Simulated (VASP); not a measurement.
# GeBr (P6_3/mmc) in VASP: further runs

GeBr is run at these levels: PBE; tasks: single point.

Program: VASP 6.6.1. These are calculated values, not measurements. Logs are shortened: lines on timing, memory, paths and dates and some standing lists are left out, and cuts for length are marked.

## 1. The cell of the first run

The structure is hexagonal, space group P6_3/mmc (No. 194). Conventional cell: a = 5.091 Å, b = 5.091 Å, c = 5.029 Å, α = 90.00°, β = 90.00°, γ = 120.00°. Ge (site symmetry -3m) has 2 Ge at 2.51 Å and 6 Br at 3.20 Å within 3.3 Å. Within 4.2 Å of Br (site symmetry -6m2) lie 6 Ge at 3.20 Å and 6 Br at 3.87 Å.

## 2. Single point, PBE

INCAR reads:

```
PREC = Accurate
ENCUT = 520
EDIFF = 1E-6
ISMEAR = 0
SIGMA = 0.1
LREAL = False
LASPH = True
NELM = 80
ALGO = Normal
ISIF = 2
LWAVE = False
LCHARG = True
GGA = PE
LELF = True
LVHAR = True
NBANDS = 29
```

KPOINTS reads:

```
Automatic mesh
0
Gamma
  6 6 2
```

POSCAR reads:

```
GeBr
1.0
    5.0907138889     -0.0000000030      0.0000000000
   -2.5453569418      4.4086875527      0.0000000000
    0.0000000000      0.0000000000      5.0288980735
Ge Br
2 2
Direct
    0.0000000000      0.0000000000      0.0000000000
    0.0000000000      0.0000000000      0.5000000000
    0.3333333333      0.6666666667      0.7500000000
    0.6666666667      0.3333333333      0.2500000000
```

Potentials or basis: VASP PAW PBE potentials, release 64 (Ge_d, Br).

Started as:

```console
cat potpaw_PBE.64/Ge_d/POTCAR potpaw_PBE.64/Br/POTCAR > POTCAR
mpirun -np 1 vasp_std > vasp.out
```

OUTCAR:

```text
PREC = Accurate
   ENCUT = 520
   EDIFF = 1E-6
   ISMEAR = 0
   LREAL = False
   LASPH = True
   NELM = 80
   ISIF = 2
   GGA = PE

 ion  position               nearest neighbor table
   1  0.000  0.000  0.000-   2 2.51   2 2.51
   2  0.000  0.000  0.500-   1 2.51   1 2.51
   3  0.333  0.667  0.750-
   4  0.667  0.333  0.250-

  LATTYP: Found a hexagonal cell.
 ALAT       =     5.0907138889
 C/A-ratio  =     0.9878571421

  Lattice vectors:

 A1 = (   5.0907138889,  -0.0000000030,   0.0000000000)
 A2 = (  -2.5453569418,   4.4086875527,   0.0000000000)
 A3 = (   0.0000000000,   0.0000000000,   5.0288980735)

Analysis of symmetry for initial positions (statically):
=====================================================================
 Subroutine PRICEL returns:
 Original cell was already a primitive cell.

 Routine SETGRP: Setting up the symmetry group for a
 hexagonal supercell.

 Subroutine GETGRP returns: Found 24 space group operations
 (whereof 12 operations were pure point group operations)
 out of a pool of 24 trial point group operations.

The static configuration has the point symmetry D_3d.
 The point group associated with its full space group is D_6h.

Analysis of symmetry for dynamics (positions and initial velocities):
=====================================================================
 Subroutine PRICEL returns:
 Original cell was already a primitive cell.

 Routine SETGRP: Setting up the symmetry group for a
 hexagonal supercell.

 Subroutine GETGRP returns: Found 24 space group operations
 (whereof 12 operations were pure point group operations)
 out of a pool of 24 trial point group operations.

The dynamic configuration has the point symmetry D_3d.
 The point group associated with its full space group is D_6h.

 Subroutine INISYM returns: Found 24 space group operations
 (whereof 12 operations are pure point group operations),
 and found     1 'primitive' translations

----------------------------------------------------------------------------------------

                                     Primitive cell

  volume of cell :     112.8654

  direct lattice vectors                    reciprocal lattice vectors
     5.090713889 -0.000000003  0.000000000     0.196436103  0.113412437  0.000000000
    -2.545356942  4.408687553  0.000000000     0.000000000  0.226824874  0.000000000
     0.000000000  0.000000000  5.028898073     0.000000000  0.000000000  0.198850719

  length of vectors
     5.090713889  5.090713889  5.028898073     0.226824874  0.226824874  0.198850719

  position of ions in fractional coordinates (direct lattice)
     0.000000000  0.000000000  0.000000000
     0.000000000  0.000000000  0.500000000
     0.333333333  0.666666667  0.750000000
     0.666666667  0.333333333  0.250000000

  ion indices of the primitive-cell ions
   primitive index   ion index
                 1           1
                 2           2
                 3           3
                 4           4

----------------------------------------------------------------------------------------

 KPOINTS: Automatic mesh

Automatic generation of k-mesh.
 Grid dimensions read from file:
 generate k-points for:    6    6    2

 Generating k-lattice:

  Cartesian coordinates                     Fractional coordinates (reciprocal lattice)
     0.032739351  0.018902073  0.000000000     0.166666667  0.000000000  0.000000000
     0.000000000  0.037804146  0.000000000     0.000000000  0.166666667  0.000000000
     0.000000000  0.000000000  0.099425360     0.000000000  0.000000000  0.500000000

  Length of vectors
     0.037804146  0.037804146  0.099425360

  Shift w.r.t. Gamma in fractional coordinates (k-lattice)
     0.000000000  0.000000000  0.000000000

 Subroutine IBZKPT returns following result:
 ===========================================

 Found     14 irreducible k-points:

 Following reciprocal coordinates:
            Coordinates               Weight
  0.000000  0.000000  0.000000      1.000000
  0.166667  0.000000  0.000000      6.000000
  0.333333  0.000000  0.000000      6.000000
  0.500000  0.000000  0.000000      3.000000
  0.166667  0.166667  0.000000      6.000000
  0.333333  0.166667  0.000000     12.000000
  0.333333  0.333333  0.000000      2.000000
  0.000000  0.000000  0.500000      1.000000
  0.166667  0.000000  0.500000      6.000000
  0.333333  0.000000  0.500000      6.000000
  0.500000  0.000000  0.500000      3.000000
  0.166667  0.166667  0.500000      6.000000
  0.333333  0.166667  0.500000     12.000000
  0.333333  0.333333  0.500000      2.000000
   k-points           NKPTS =     14   k-points in BZ     NKDIM =     14   number of bands    NBANDS=     29
   number of dos      NEDOS =    301   number of ions     NIONS =      4
   total plane-waves  NPLWV =  64000
   dimension x,y,z NGX =    40 NGY =   40 NGZ =   40
   dimension x,y,z NGXF=    80 NGYF=   80 NGZF=   80
   ions per type =               2   2
   NGX,Y,Z   is equivalent  to a cutoff of  13.06, 13.06, 13.22 a.u.
   NGXF,Y,Z  is equivalent  to a cutoff of  26.13, 26.13, 26.45 a.u.
 SYSTEM =  unknown system
   PREC   = accura    normal or accurate (medium, high low for compatibility)
   ISTART =      0    job   : 0-new  1-cont  2-samecut
   ICHARG =      2    charge: 1-file 2-atom 10-const
   ISPIN  =      1    spin polarized calculation?
   LNONCOLLINEAR =      F non collinear calculations
   LSORBIT =      F    spin-orbit coupling
   LASPH  =      T    aspherical Exc in radial PAW
   ENCUT  =  520.0 eV  38.22 Ry    6.18 a.u.   9.47  9.47  9.35*2*pi/ulx,y,z
   NELM   =     80;   NELMIN=  2; NELMDL= -5     # of ELM steps
   EDIFF  = 0.1E-05   stopping-criterion for ELM
   LREAL  =      F    real-space projection
   EDIFFG = 0.1E-04   stopping-criterion for IOM
   NSW    =      0    number of steps for IOM
   IBRION =     -1    ionic relax: 0-MD 1-quasi-New 2-CG
   NFREE  =      0    steps in history (QN), initial steepest desc. (CG)
   ISIF   =      2    stress and relaxation
   ISYM   =      2    0-nonsym 1-usesym 2-fastsym
   POTIM  = 0.5000    time-step for ionic-motion
   TEBEG  =    0.0;   TEEND  =   0.0 temperature during run
   PSTRESS=    0.0 pullay stress
   NELECT =      42.0000    total number of electrons
   NUPDOWN=      -1.0000    fix difference up-down
   EMIN   =  10.00;   EMAX   =-10.00  energy-range for DOS
   EFERMI =   0.00;   METHOD = LEGACY
   ISMEAR =     0;   SIGMA  =   0.10  broadening in eV -4-tet -1-fermi 0-gaus
   EFERMI_NEDOS =   21; number of points for ismear=-14 and -15
   IALGO  =     38    algorithm
   IMIX   =      4    mixing-type and parameters
     AMIX     =   0.40;   BMIX     =  1.00
     AMIX_MAG =   1.60;   BMIX_MAG =  1.00
  volume/ion in A,a.u.               =      28.22       190.41
  Fermi-wavevector in a.u.,A,eV,Ry     =   1.177527  2.225204 18.865437  1.386571
  Thomas-Fermi vector in A             =   2.313872
   LORBIT       =      0    0 simple, 1 ext, 2 COOP (PROOUT), +10 PAW based schemes
   GGA     = PE    functional components
   LHFCALC =     F    Hartree Fock is set to
   AEXX    =    0.0000 exact exchange contribution
   IVDW    =     0    specifies the selected vdW correction
   LEPSILON=     F    determine dielectric tensor
   LRPA    =     F    only Hartree local field effects (RPA)
 non-spin polarized calculation
 Gauss-broadening in eV      SIGMA  =   0.10
  energy-cutoff  :      520.00
  volume of cell :      112.87
 maximum number of plane-waves:      3059
 NGX is ok and might be reduce to    40

 number of electron      41.9999981 magnetization

 Free energy of the ion-electron system (eV)
  ---------------------------------------------------
  ext. energy  EPLUGINS =         0.00000000
  ---------------------------------------------------
  free energy    TOTEN  =       -12.36001052 eV

  energy without entropy =      -12.35500448  energy(sigma->0) =      -12.35750750

 E-fermi :   3.3194     XC(G=0):  -8.9091

 val. band max:        3.2661025944   @ k =   0.5000   0.0000   0.0000
 cond. band min:       3.4303673481   @ k =   0.0000   0.0000   0.0000
 fundamental gap:      0.1642647538
 Fermi energy:         3.3193595876

 k-point     1 :       0.0000    0.0000    0.0000
  band No.  band energies     occupation
      1     -22.7466      2.00000
      2     -22.6257      2.00000
      3     -22.6257      2.00000
      4     -22.6230      2.00000
      5     -22.6230      2.00000
      6     -22.6087      2.00000
[... 21 lines left out ...]
     28       9.0283      0.00000
     29       9.0283      0.00000

 k-point     2 :       0.1667    0.0000    0.0000
  band No.  band energies     occupation
      1     -22.7466      2.00000
      2     -22.6257      2.00000
      3     -22.6256      2.00000
      4     -22.6231      2.00000
      5     -22.6230      2.00000
      6     -22.6088      2.00000
[... 21 lines left out ...]
     28       9.3414      0.00000
     29      10.6437      0.00000

 k-point     3 :       0.3333    0.0000    0.0000
  band No.  band energies     occupation
      1     -22.7465      2.00000
      2     -22.6258      2.00000
      3     -22.6254      2.00000
      4     -22.6234      2.00000
      5     -22.6230      2.00000
      6     -22.6088      2.00000
[... 21 lines left out ...]
     28      10.1397      0.00000
     29      11.6264      0.00000

 k-point     4 :       0.5000    0.0000    0.0000
  band No.  band energies     occupation
      1     -22.7465      2.00000
      2     -22.6258      2.00000
      3     -22.6253      2.00000
      4     -22.6235      2.00000
      5     -22.6231      2.00000
      6     -22.6088      2.00000
[... 277 lines left out ...]
     28      10.4162      0.00000
     29      10.9021      0.00000

 k-point    13 :       0.3333    0.1667    0.5000
  band No.  band energies     occupation
      1     -22.6172      2.00000
      2     -22.6172      2.00000
      3     -22.6170      2.00000
      4     -22.6170      2.00000
      5     -22.5584      2.00000
      6     -22.5584      2.00000
[... 21 lines left out ...]
     28      10.0548      0.00000
     29      11.4308      0.00000

 k-point    14 :       0.3333    0.3333    0.5000
  band No.  band energies     occupation
      1     -22.6172      2.00000
      2     -22.6172      2.00000
      3     -22.6170      2.00000
      4     -22.6170      2.00000
      5     -22.5583      2.00000
      6     -22.5583      2.00000
[... 21 lines left out ...]
     28       9.9241      0.00000
     29      12.1282      0.00000

------------------------ aborting loop because EDIFF is reached ----------------------------------------

  FORCE on cell =-STRESS in cart. coord.  units (eV):
  Direction    XX          YY          ZZ          XY          YZ          ZX
  --------------------------------------------------------------------------------------
  -------------------------------------------------------------------------------------
  Total       -0.0614727     -0.0614727     -0.2399403     -0.0000000      0.0000000      0.0000000
  in kB       -0.8726331     -0.8726331     -3.4060657     -0.0000000      0.0000000      0.0000000
  external PRESSURE =      -1.7171106 kB  Pullay stress =       0.0000000 kB

 VOLUME and BASIS-vectors are now :
 -----------------------------------------------------------------------------
  energy-cutoff  :      520.00
  volume of cell :      112.87
      direct lattice vectors                 reciprocal lattice vectors
     5.090713889 -0.000000003  0.000000000     0.196436103  0.113412437  0.000000000
    -2.545356942  4.408687553  0.000000000     0.000000000  0.226824874  0.000000000
     0.000000000  0.000000000  5.028898073     0.000000000  0.000000000  0.198850719

 POSITION                                       TOTAL-FORCE (eV/Angst)
 -----------------------------------------------------------------------------------
      0.00000      0.00000      0.00000        -0.000000      0.000000      0.000000
      0.00000      0.00000      2.51445        -0.000000      0.000000      0.000000
      0.00000      2.93913      3.77167        -0.000000      0.000000     -0.000000
      2.54536      1.46956      1.25722         0.000000     -0.000000     -0.000000
 -----------------------------------------------------------------------------------
    total drift:                                0.000000     -0.000000      0.000000

  FREE ENERGIE OF THE ION-ELECTRON SYSTEM (eV)
  ---------------------------------------------------
  free  energy   TOTEN  =       -12.3600105156 eV

  energy  without entropy=      -12.3550044835  energy(sigma->0) =      -12.35750750
```

Run time: 46 s. Hardware: 1 thread of Intel Xeon Platinum 8488C (Sapphire Rapids), shared host; peak memory 0.23 GiB.

What came out:

```
Free energy            : -12.3600 eV
Pressure               : -0.2 GPa
Band gap on the k mesh : zero (bands 21 and 22 overlap by 1.46 eV)
```

Stress tensor (GPa, compression positive):
```
-0.09  0.00  0.00
 0.00 -0.09  0.00
 0.00  0.00 -0.34
```

Levels at points of the mesh, in eV from the Fermi level:
```tsv
k point	band 18	band 19	band 20	band 21	band 22	band 23	band 24	band 25
(0.00, 0.00, 0.00)	-3.99	-3.99	-2.39	-2.34	0.11	0.11	2.17	2.17
(0.50, 0.00, 0.00)	-3.05	-2.98	-2.89	-2.74	-0.05	0.92	1.73	3.46
(0.00, 0.00, 0.50)	-3.90	-3.20	-3.20	0.14	0.14	0.14	0.14	2.73
(0.50, 0.00, 0.50)	-4.29	-2.30	-2.30	0.90	0.90	1.38	1.38	2.62
```

Caveat: the k points lie up to 0.62 Å⁻¹ apart, too coarse for converged energies and pressures of a metal.

## 3. Single point, PBE

This run uses another cell than the first one, of the same volume but with other edges.

INCAR reads:

```
  ALGO = Normal
  EDIFF = 1E-6
  ENCUT = 520
  GGA = PE
  ISIF = 2
  ISMEAR = 0
  LASPH = T
  LCHARG = T
  LELF = T
  LREAL = F
  LVHAR = T
  LWAVE = F
  NBANDS = 29
  NELM = 80
  PREC = Accurate
  SIGMA = 0.1
```

KPOINTS reads:

```
k-points
0
Gamma
  6 6 4
```

POSCAR reads:

```
GeBr
1.0
    4.8934122063      0.0000000000      0.0000000000
   -2.4467061032      4.2378192818      0.0000000000
    0.0000000000      0.0000000000      5.4405174529
Ge Br
2 2
Direct
    0.0000000000      0.0000000000      0.0000000000
    0.0000000000      0.0000000000      0.5000000000
    0.3333333333      0.6666666667      0.7500000000
    0.6666666667      0.3333333333      0.2500000000
```

Potentials or basis: VASP PAW PBE potentials, release 64 (Ge_d, Br).

Started as:

```console
cat potpaw_PBE.64/Ge_d/POTCAR potpaw_PBE.64/Br/POTCAR > POTCAR
mpirun -np 1 vasp_std > vasp.out
```

Wall time 45 s (1 thread of Intel Xeon Platinum 8488C (Sapphire Rapids), shared host); peak memory 0.24 GiB.

Results (log left out):

```
Free energy            : -12.2601 eV
Pressure               : -0.2 GPa
Band gap on the k mesh : zero (bands 21 and 22 overlap by 1.40 eV)
```

Levels at points of the mesh, in eV from the Fermi level:
| k point | band 19 | band 20 | band 21 | band 22 | band 23 | band 24 |
| --- | --- | --- | --- | --- | --- | --- |
| (0.00, 0.00, 0.00) | -3.57 | -2.91 | -2.76 | 0.15 | 0.15 | 1.51 |
| (0.50, 0.00, 0.00) | -3.30 | -3.23 | -2.47 | 0.36 | 0.96 | 1.40 |
| (0.00, 0.00, 0.50) | -3.59 | -3.59 | 0.16 | 0.16 | 0.16 | 0.16 |
| (0.50, 0.00, 0.50) | -2.85 | -2.85 | 1.07 | 1.07 | 1.42 | 1.42 |

The gap in the log of VASP goes by the Fermi energy; the results here count the filled bands.